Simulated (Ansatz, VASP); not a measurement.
## SiC in VASP and in Ansatz

```xyz
4
Lattice="3.0701 0.0000 0.0000 -1.5351 2.6588 0.0000 0.0000 0.0000 5.0382" Properties=species:S:1:pos:R:3 pbc="T T T"
Si    0.0000    1.7725    0.0232
Si    1.5351    0.8863    2.5423
C     0.0000    1.7725    1.9165
C     1.5351    0.8863    4.4356
```

Alike in both runs: functional PBE; dispersion D3(BJ); k mesh 12 × 12 × 6; occupations gaussian, width 0.02 eV; no spin polarisation.

Ansatz relaxed the structure, and its values are those at the end. VASP's run is a single point on that final structure, the one shown.

|  | VASP | Ansatz |
| --- | --- | --- |
| version | VASP 6.6.1 | Ansatz 0.2.0 |
| potentials or method | VASP PAW PBE potentials, release 64 (Si, C), cutoff 520 eV | scalar-relativistic, plane waves, PAW |
| valence electrons in the cell | 16 | 16 |

|  | VASP | Ansatz | Ansatz less VASP |
| --- | --- | --- | --- |
| gap on the k mesh at the Fermi level (eV) | 2.26 | 2.27 | +0.004 |
| least direct gap on the mesh (eV) | 3.98 | 3.99 | +0.004 |
| pressure (GPa) | -0.1 | 0.0 | +0.05 |
